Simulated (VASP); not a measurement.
# ZnS (P6_3mc) in VASP: electric field gradients with PBE

Aim: the electric field gradients of ZnS with PBE.

Everything below comes from runs of VASP 6.6.1. Logs are shortened: lines on timing, memory, paths and dates and some standing lists are left out, and cuts for length are marked.

### 1 The cell of the first run

The structure is hexagonal, space group P6_3mc (No. 186). The conventional cell has a = 3.812 Å, b = 3.812 Å, c = 18.690 Å, α = 90.00°, β = 90.00°, γ = 120.00°. Within 3.1 Å of Zn (site symmetry 3m) lie 4 S at 2.33 to 2.34 Å. Within 3.1 Å of Zn (site symmetry 3m) lie 4 S at 2.33 to 2.34 Å. Zn (site symmetry 3m) has 4 S at 2.33 to 2.34 Å within 3.1 Å. S (site symmetry 3m) has 4 Zn at 2.33 to 2.34 Å within 3.1 Å. S (site symmetry 3m) has 4 Zn at 2.33 to 2.34 Å within 3.1 Å. S (site symmetry 3m) has 4 Zn at 2.33 to 2.34 Å within 3.1 Å.

### 2 Electric field gradients, PBE

INCAR

```
SYSTEM = ZnS
ALGO = Normal ; EDIFF = 1E-8
ENCUT = 400 ; GGA = PE
GGA_COMPAT = .FALSE. ; ISIF = 2
ISMEAR = -1 ; LASPH = .TRUE.
LCHARG = .FALSE. ; LEFG = .TRUE.
LREAL = .FALSE. ; LWAVE = .FALSE.
NBANDS = 66 ; NELM = 120
PREC = Accurate ; SIGMA = 0.01
```

KPOINTS

```
k-points
0
G
  8 8 2
  0 0 0
```

POSCAR

```
ZnS
1.0
    3.8120000000      0.0000000000      0.0000000000
   -1.9060000000      3.3012888392      0.0000000000
    0.0000000000      0.0000000000     18.6899900000
Zn S
6 6
Direct
    0.0000000000      0.0000000000      0.0000000000
    0.0000000000      0.0000000000      0.5000000000
    0.3333333333      0.6666666667      0.1666700000
    0.6666666667      0.3333333333      0.6666700000
    0.6666666667      0.3333333333      0.3333300000
    0.3333333333      0.6666666667      0.8333300000
    0.0000000000      0.0000000000      0.1250000000
    0.0000000000      0.0000000000      0.6250000000
    0.3333333333      0.6666666667      0.2916700000
    0.6666666667      0.3333333333      0.7916700000
    0.6666666667      0.3333333333      0.4583300000
    0.3333333333      0.6666666667      0.9583300000
```

Potentials or basis: VASP PAW PBE potentials, release 64 (Zn, S).

Command:

```sh
$ cat potpaw_PBE.64/Zn/POTCAR potpaw_PBE.64/S/POTCAR > POTCAR
$ mpirun -np 1 vasp_std > vasp.out
```

OUTCAR:

```text
SYSTEM = ZnS
   EDIFF = 1E-8
   ENCUT = 400
   GGA = PE
   ISIF = 2
   ISMEAR = -1
   LASPH = .TRUE.
   LREAL = .FALSE.
   NELM = 120
   PREC = Accurate

 ion  position               nearest neighbor table
   1  0.000  0.000  0.000-  12 2.33  12 2.33  12 2.33   7 2.34
   2  0.000  0.000  0.500-  11 2.33  11 2.33  11 2.33   8 2.34
   3  0.333  0.667  0.167-   7 2.33   7 2.33   7 2.33   9 2.34
   4  0.667  0.333  0.667-   8 2.33   8 2.33   8 2.33  10 2.34
   5  0.667  0.333  0.333-   9 2.33   9 2.33   9 2.33  11 2.34
   6  0.333  0.667  0.833-  10 2.33  10 2.33  10 2.33  12 2.34
   7  0.000  0.000  0.125-   3 2.33   3 2.33   3 2.33   1 2.34
   8  0.000  0.000  0.625-   4 2.33   4 2.33   4 2.33   2 2.34
   9  0.333  0.667  0.292-   5 2.33   5 2.33   5 2.33   3 2.34
  10  0.667  0.333  0.792-   6 2.33   6 2.33   6 2.33   4 2.34
  11  0.667  0.333  0.458-   2 2.33   2 2.33   2 2.33   5 2.34
  12  0.333  0.667  0.958-   1 2.33   1 2.33   1 2.33   6 2.34

  LATTYP: Found a hexagonal cell.
 ALAT       =     3.8120000000
 C/A-ratio  =     4.9029354669

  Lattice vectors:

 A1 = (   3.8120000000,   0.0000000000,   0.0000000000)
 A2 = (  -1.9060000000,   3.3012888392,   0.0000000000)
 A3 = (   0.0000000000,   0.0000000000,  18.6899900000)

Analysis of symmetry for initial positions (statically):
=====================================================================
 Subroutine PRICEL returns:
 Original cell was already a primitive cell.

 Routine SETGRP: Setting up the symmetry group for a
 hexagonal supercell.

 Subroutine GETGRP returns: Found 12 space group operations
 (whereof  6 operations were pure point group operations)
 out of a pool of 24 trial point group operations.

The static configuration has the point symmetry C_3v.
 The point group associated with its full space group is C_6v.

Analysis of symmetry for dynamics (positions and initial velocities):
=====================================================================
 Subroutine PRICEL returns:
 Original cell was already a primitive cell.

 Routine SETGRP: Setting up the symmetry group for a
 hexagonal supercell.

 Subroutine GETGRP returns: Found 12 space group operations
 (whereof  6 operations were pure point group operations)
 out of a pool of 24 trial point group operations.

The dynamic configuration has the point symmetry C_3v.
 The point group associated with its full space group is C_6v.

 Subroutine INISYM returns: Found 12 space group operations
 (whereof  6 operations are pure point group operations),
 and found     1 'primitive' translations

----------------------------------------------------------------------------------------

                                     Primitive cell

  volume of cell :     235.2044

  direct lattice vectors                    reciprocal lattice vectors
     3.812000000  0.000000000  0.000000000     0.262329486  0.151455999  0.000000000
    -1.906000000  3.301288839  0.000000000     0.000000000  0.302911999  0.000000000
     0.000000000  0.000000000 18.689990000     0.000000000  0.000000000  0.053504577

  length of vectors
     3.812000000  3.812000000 18.689990000     0.302911999  0.302911999  0.053504577

  position of ions in fractional coordinates (direct lattice)
     0.000000000  0.000000000  0.000000000
     0.000000000  0.000000000  0.500000000
     0.333333333  0.666666667  0.166670000
     0.666666667  0.333333333  0.666670000
     0.666666667  0.333333333  0.333330000
     0.333333333  0.666666667  0.833330000
     0.000000000  0.000000000  0.125000000
     0.000000000  0.000000000  0.625000000
     0.333333333  0.666666667  0.291670000
     0.666666667  0.333333333  0.791670000
     0.666666667  0.333333333  0.458330000
     0.333333333  0.666666667  0.958330000

  ion indices of the primitive-cell ions
   primitive index   ion index
                 1           1
                 2           2
                 3           3
                 4           4
                 5           5
                 6           6
                 7           7
                 8           8
                 9           9
                10          10
                11          11
                12          12

----------------------------------------------------------------------------------------

 KPOINTS: k-points

Automatic generation of k-mesh.
 Grid dimensions read from file:
[... 55 lines left out ...]
   LNONCOLLINEAR =      F non collinear calculations
   LSORBIT =      F    spin-orbit coupling
   LASPH  =      T    aspherical Exc in radial PAW
   ENCUT  =  400.0 eV  29.40 Ry    5.42 a.u.   6.22  6.22 30.48*2*pi/ulx,y,z
   NELM   =    120;   NELMIN=  2; NELMDL= -5     # of ELM steps
   EDIFF  = 0.1E-07   stopping-criterion for ELM
   LREAL  =      F    real-space projection
   EDIFFG = 0.1E-06   stopping-criterion for IOM
   NSW    =      0    number of steps for IOM
   IBRION =     -1    ionic relax: 0-MD 1-quasi-New 2-CG
   NFREE  =      0    steps in history (QN), initial steepest desc. (CG)
   ISIF   =      2    stress and relaxation
   ISYM   =      2    0-nonsym 1-usesym 2-fastsym
   POTIM  = 0.5000    time-step for ionic-motion
   TEBEG  =    0.0;   TEEND  =   0.0 temperature during run
   PSTRESS=    0.0 pullay stress
   NELECT =     108.0000    total number of electrons
   NUPDOWN=      -1.0000    fix difference up-down
   EMIN   =  10.00;   EMAX   =-10.00  energy-range for DOS
   EFERMI =   0.00;   METHOD = LEGACY
   ISMEAR =    -1;   SIGMA  =   0.01  broadening in eV -4-tet -1-fermi 0-gaus
   EFERMI_NEDOS =   21; number of points for ismear=-14 and -15
   IALGO  =     38    algorithm
   IMIX   =      4    mixing-type and parameters
     AMIX     =   0.40;   BMIX     =  1.00
     AMIX_MAG =   1.60;   BMIX_MAG =  1.00
  volume/ion in A,a.u.               =      19.60       132.27
  Fermi-wavevector in a.u.,A,eV,Ry     =   1.262993  2.386711 21.703349  1.595151
  Thomas-Fermi vector in A             =   2.396373
   LORBIT       =      0    0 simple, 1 ext, 2 COOP (PROOUT), +10 PAW based schemes
   GGA     = PE    functional components
   LHFCALC =     F    Hartree Fock is set to
   AEXX    =    0.0000 exact exchange contribution
   IVDW    =     0    specifies the selected vdW correction
   LEPSILON=     F    determine dielectric tensor
   LRPA    =     F    only Hartree local field effects (RPA)
 non-spin polarized calculation
  energy-cutoff  :      400.00
  volume of cell :      235.20
 maximum number of plane-waves:      4308
 NGX is ok and might be reduce to    28
   NGX = 13   NGY = 13   NGZ = 61

 number of electron     107.9999900 magnetization

 Free energy of the ion-electron system (eV)
  ---------------------------------------------------
  ext. energy  EPLUGINS =         0.00000000
  ---------------------------------------------------
  free energy    TOTEN  =       -41.04301874 eV

  energy without entropy =      -41.04301874  energy(sigma->0) =      -41.04301874

 E-fermi :   2.3942     XC(G=0):  -9.6585

 val. band max:        2.1726442051   @ k =   0.0000   0.0000   0.0000
 cond. band min:       4.3386349863   @ k =   0.0000   0.0000   0.0000
 fundamental gap:      2.1659907812
 Fermi energy:         2.3941522055

 k-point     1 :       0.0000    0.0000    0.0000
  band No.  band energies     occupation
      1     -11.0215      2.00000
      2     -10.8199      2.00000
      3     -10.8116      2.00000
      4     -10.3538      2.00000
      5     -10.3453      2.00000
      6     -10.0801      2.00000
[... 1369 lines left out ...]
     65       8.8013      0.00000
     66       8.8013      0.00000

------------------------ aborting loop because EDIFF is reached ----------------------------------------

  FORCE on cell =-STRESS in cart. coord.  units (eV):
  Direction    XX          YY          ZZ          XY          YZ          ZX
  --------------------------------------------------------------------------------------
  -------------------------------------------------------------------------------------
  Total        2.9692614      2.9692614      3.0471168      0.0000000     -0.0000000      0.0000000
  in kB       20.2261642     20.2261642     20.7565036      0.0000000     -0.0000000      0.0000000
  external PRESSURE =      20.4029440 kB  Pullay stress =       0.0000000 kB

 VOLUME and BASIS-vectors are now :
 -----------------------------------------------------------------------------
  energy-cutoff  :      400.00
  volume of cell :      235.20
      direct lattice vectors                 reciprocal lattice vectors
     3.812000000  0.000000000  0.000000000     0.262329486  0.151455999  0.000000000
    -1.906000000  3.301288839  0.000000000     0.000000000  0.302911999  0.000000000
     0.000000000  0.000000000 18.689990000     0.000000000  0.000000000  0.053504577

 POSITION                                       TOTAL-FORCE (eV/Angst)
 -----------------------------------------------------------------------------------
      0.00000      0.00000      0.00000        -0.000000     -0.000000     -0.003298
      0.00000      0.00000      9.34500         0.000000      0.000000     -0.003298
     -0.00000      2.20086      3.11506         0.000000     -0.000000      0.013648
      1.90600      1.10043     12.46006        -0.000000      0.000000      0.013648
      1.90600      1.10043      6.22993        -0.000000      0.000000      0.002673
     -0.00000      2.20086     15.57493         0.000000     -0.000000      0.002673
      0.00000      0.00000      2.33625        -0.000000      0.000000      0.024168
      0.00000      0.00000     11.68124        -0.000000      0.000000      0.024168
     -0.00000      2.20086      5.45131        -0.000000      0.000000     -0.006948
      1.90600      1.10043     14.79630         0.000000     -0.000000     -0.006948
      1.90600      1.10043      8.56618        -0.000000      0.000000     -0.030243
     -0.00000      2.20086     17.91118         0.000000      0.000000     -0.030243
 -----------------------------------------------------------------------------------
    total drift:                               -0.000002     -0.000003      0.002328

  FREE ENERGIE OF THE ION-ELECTRON SYSTEM (eV)
  ---------------------------------------------------
  free  energy   TOTEN  =       -41.0430187419 eV

  energy  without entropy=      -41.0430187419  energy(sigma->0) =      -41.04301874

 Electric field gradients (V/A^2)
---------------------------------------------------------------------
 ion       V_xx      V_yy      V_zz      V_xy      V_xz      V_yz
---------------------------------------------------------------------
   1       0.360     0.362    -0.722     0.001    -0.000     0.000
   2       0.360     0.362    -0.722     0.001     0.000    -0.000
   3      -0.498    -0.492     0.990     0.006     0.000    -0.000
   4      -0.498    -0.492     0.990     0.006    -0.000     0.000
   5      -0.284    -0.278     0.562     0.006    -0.000     0.000
   6      -0.284    -0.278     0.562     0.006     0.000    -0.000
   7      -0.739    -0.738     1.477     0.001     0.000    -0.000
   8      -0.739    -0.738     1.477     0.001    -0.000     0.000
   9      -0.153    -0.154     0.307    -0.000    -0.000     0.000
  10      -0.153    -0.154     0.307    -0.000     0.000    -0.000
  11      -0.267    -0.268     0.535    -0.000     0.000    -0.000
  12      -0.267    -0.268     0.535    -0.000    -0.000     0.000
---------------------------------------------------------------------

 Electric field gradients after diagonalization (V/A^2)
 (convention: |V_zz| > |V_xx| > |V_yy|)
----------------------------------------------------------------------
 ion       V_xx      V_yy      V_zz     asymmetry (V_yy - V_xx)/ V_zz
----------------------------------------------------------------------
   1       0.362     0.359    -0.722       0.004
   2       0.362     0.359    -0.722       0.004
   3      -0.502    -0.489     0.990       0.013
   4      -0.502    -0.489     0.990       0.013
   5      -0.288    -0.275     0.562       0.023
   6      -0.288    -0.275     0.562       0.023
   7      -0.739    -0.738     1.477       0.001
   8      -0.739    -0.738     1.477       0.001
   9      -0.154    -0.153     0.307       0.003
  10      -0.154    -0.153     0.307       0.003
  11      -0.268    -0.267     0.535       0.002
  12      -0.268    -0.267     0.535       0.002
----------------------------------------------------------------------

           NMR quadrupolar parameters

 Cq : quadrupolar parameter    Cq=e*Q*V_zz/h
 eta: asymmetry parameters     (V_yy - V_xx)/ V_zz
 Q  : nuclear electric quadrupole moment in mb (millibarn)
----------------------------------------------------------------------
 ion       Cq(MHz)       eta       Q (mb)
----------------------------------------------------------------------
   1      -0.002       0.004       1.000
   2      -0.002       0.004       1.000
   3       0.002       0.013       1.000
   4       0.002       0.013       1.000
   5       0.001       0.023       1.000
   6       0.001       0.023       1.000
   7       0.004       0.001       1.000
   8       0.004       0.001       1.000
   9       0.001       0.003       1.000
  10       0.001       0.003       1.000
  11       0.001       0.002       1.000
  12       0.001       0.002       1.000
----------------------------------------------------------------------
```

It took 6.9 min on 1 thread of AMD EPYC 7R43 (Zen 3), shared host; peak memory 0.33 GiB.

What came out:

- Free energy: -41.0430 eV
- Pressure: 2.0 GPa
- Largest force: 0.030 eV/Å
- Band gap on the k mesh: 2.17 eV
- Largest electric field gradient by atom: Zn -0.7, +1.0, +0.6 (each value once); S +1.5, +0.3, +0.5 (each value once) V/Å²

Forces in eV/Å, atoms in the order of the input:
```
Zn   0.000  0.000 -0.003
Zn   0.000  0.000 -0.003
Zn   0.000  0.000  0.014
Zn   0.000  0.000  0.014
Zn   0.000  0.000  0.003
Zn   0.000  0.000  0.003
S    0.000  0.000  0.024
S    0.000  0.000  0.024
S    0.000  0.000 -0.007
S    0.000  0.000 -0.007
S    0.000  0.000 -0.030
S    0.000  0.000 -0.030
```

Electric field gradients, principal values (V/Å²):
| atom | least | middle | greatest (by size) |
| --- | --- | --- | --- |
| 1 Zn | 0.359 | 0.362 | -0.722 |
| 2 Zn | 0.359 | 0.362 | -0.722 |
| 3 Zn | -0.489 | -0.502 | 0.990 |
| 4 Zn | -0.489 | -0.502 | 0.990 |
| 5 Zn | -0.275 | -0.288 | 0.562 |
| 6 Zn | -0.275 | -0.288 | 0.562 |
| 7 S | -0.738 | -0.739 | 1.477 |
| 8 S | -0.738 | -0.739 | 1.477 |
| 9 S | -0.153 | -0.154 | 0.307 |
| 10 S | -0.153 | -0.154 | 0.307 |
| 11 S | -0.267 | -0.268 | 0.535 |
| 12 S | -0.267 | -0.268 | 0.535 |

Caveat: without QUAD_EFG the Cq values of the log hold for a quadrupole moment of 1 mb, not for the nuclei. PBE gaps usually lie below the measured ones, often by a third to a half.
